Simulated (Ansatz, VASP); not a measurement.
GaN: VASP beside Ansatz

```
Ga N
1.0
    -0.02130    2.10852    2.10852
     2.10852   -0.02130    2.10852
     2.08722    2.08722    0.00000
Ga N
1 1
Direct
  0.50000 0.50000 0.50000
  0.00000 0.00000 0.00000
```

Change from the starting cell: shear_xy strain -2.0%.

Alike in both runs: task single point; functional r2SCAN; k mesh 10 × 10 × 10; no spin polarisation.

|  | VASP | Ansatz |
| --- | --- | --- |
| version | VASP 6.6.1 | Ansatz 0.2.0 |
| potentials or method | VASP PAW PBE potentials, release 64 (Ga_d, N) | plane waves, PAW |
| plane-wave cutoff (eV) | 520 | 500 |
| occupations | gaussian, width 0.01 eV | fixed |
| valence electrons in the cell | 18 | 18 |

|  | VASP | Ansatz | Ansatz less VASP |
| --- | --- | --- | --- |
| gap on the k mesh at the Fermi level (eV) | 1.07 | 1.10 | +0.023 |
| pressure (GPa) | 1.3 | 0.0 | -1.32 |
| traceless stress, the component that is largest in VASP (GPa) | 4.73 | 4.75 | +0.021 |

VASP's potentials were made for PBE, not for r2SCAN.
